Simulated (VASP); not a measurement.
Here is a VASP 6.6.1 calculation.

INCAR

```
SYSTEM = ZnCu
PREC = Accurate
ENCUT = 520
EDIFF = 1E-6
ISMEAR = -1
SIGMA = 0.05
LREAL = .False.
LASPH = .True.
NELM = 60
ALGO = Normal
ISIF = 2
LWAVE = .False.
LCHARG = .False.
GGA = PS
NBANDS = 18
```

KPOINTS

```
Automatic mesh
0
Gamma
  14 14 14
  0 0 0
```

POSCAR

```
ZnCu
1.0
    2.9450000000      0.0000000000      0.0000000000
    0.0000000000      2.9450000000      0.0000000000
    0.0000000000      0.0000000000      3.0039000000
Zn Cu
1 1
Direct
    0.5000000000      0.5000000000      0.5000000000
    0.0000000000      0.0000000000      0.0000000000
```

Potentials or basis: VASP PAW PBE potentials, release 64 (Zn, Cu).

Launch:

```sh
$ cat potpaw_PBE.64/Zn/POTCAR potpaw_PBE.64/Cu/POTCAR > POTCAR
$ mpirun -np 1 vasp_std > vasp.out
```

Question: Predict the pressure.

Answer: -6.3 GPa.

Question: What does it give for the band gap on the k mesh?

Answer: Zero (an odd number of electrons rules out a gap without spin polarisation).

Stress tensor (GPa, compression positive):
```
-6.06  0.00  0.00
 0.00 -6.06  0.00
 0.00  0.00 -6.71
```

Caveat: the cell differs from its parent crystal (zz strain of +2 %); the cell stands under tension; the PAW data sets were made with another functional, which shifts forces and pressure a little.
